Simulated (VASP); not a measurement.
**Be2Au: single point with PBE**

Be2Au:

```
Be Au
1.0
    -1.69700    1.69700    5.90043
     1.69700   -1.69700    5.90043
     1.69700    1.69700   -5.90043
Be Au
4 2
Direct
  0.41650 0.41650 0.00000
  0.16650 0.66650 0.50000
  0.33350 0.83350 0.50000
  0.58350 0.58350 0.00000
  0.00000 0.00000 0.00000
  0.75000 0.25000 0.50000
```

```json
{
  "Program": "VASP 6.6.1",
  "Task": "single point",
  "Functional": "PBE",
  "Potentials or basis": "VASP PAW PBE potentials, release 64 (Be, Au)",
  "Cutoff": "600 eV",
  "k mesh": "8 × 8 × 8",
  "Occupations": "gaussian, width 0.1 eV",
  "Spin": "no spin polarisation"
}
```

```
Pressure               : 5.4 GPa
Largest force          : 0.082 eV/Å
Band gap on the k mesh : zero (bands 15 and 16 overlap by 1.19 eV)
```

Forces in eV/Å, atoms in the order of the input:
```
Be   0.000  0.000 -0.082
Be   0.000  0.000 -0.082
Be   0.000  0.000  0.082
Be   0.000  0.000  0.082
Au   0.000  0.000  0.000
Au   0.000  0.000  0.000
```

Stress tensor (GPa, compression positive):
```
-0.36  0.00  0.00
 0.00 -0.36  0.00
 0.00  0.00 17.03
```

Levels at points of the mesh, in eV from the Fermi level:
| k point | band 13 | band 14 | band 15 | band 16 | band 17 | band 18 |
| --- | --- | --- | --- | --- | --- | --- |
| (0.00, 0.00, 0.00) | -3.73 | 0.17 | 0.17 | 1.43 | 1.43 | 2.72 |
| (0.50, 0.00, 0.00) | -4.16 | -3.26 | -2.01 | 1.19 | 2.05 | 2.77 |
| (0.50, 0.50, 0.00) | -3.37 | -3.37 | -0.70 | -0.70 | 1.22 | 1.22 |
| (0.50, 0.50, 0.50) | -1.11 | -1.11 | -0.60 | -0.60 | 4.35 | 4.35 |

Run time: 10 min on 1 thread of Intel Xeon 8259CL, on a shared host, peak memory 0.44 GiB.

Caveat: the cell stands under pressure; spin-orbit coupling is left out, which moves the levels of the heavy elements.
